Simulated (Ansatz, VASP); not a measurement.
## CdTe: VASP beside Ansatz

```
Cd Te
1.0
     0.00000    3.14698    3.14698
     3.14698    0.00000    3.14698
     3.14698    3.14698    0.00000
Cd Te
1 1
Direct
  0.00000 0.00000 0.00000
  0.75000 0.75000 0.75000
```

Alike in both runs: task single point; functional LDA; k mesh 8 × 8 × 8; occupations gaussian, width 0.05 eV; no spin polarisation.

|  | VASP | Ansatz |
| --- | --- | --- |
| version | VASP 6.6.1 | Ansatz 0.2.0 |
| potentials or method | VASP PAW LDA potentials, release 64 (Cd, Te), cutoff 520 eV | scalar-relativistic, plane waves, PAW |
| valence electrons in the cell | 18 | 36 |

|  | VASP | Ansatz | Ansatz less VASP |
| --- | --- | --- | --- |
| gap on the k mesh at the Fermi level (eV) | 0.83 | 0.78 | -0.046 |
| least direct gap on the mesh (eV) | 0.83 | 0.78 | -0.046 |
| pressure (GPa) | 3.2 | 2.9 | -0.34 |

LDA's correlation is that of Perdew and Zunger in VASP and of Perdew and Wang (1992) in Ansatz. VASP's potentials hold 18 valence electrons a cell and Ansatz's 36, so a difference there can come from the potentials and not from the codes.

Spin-orbit coupling is off throughout.
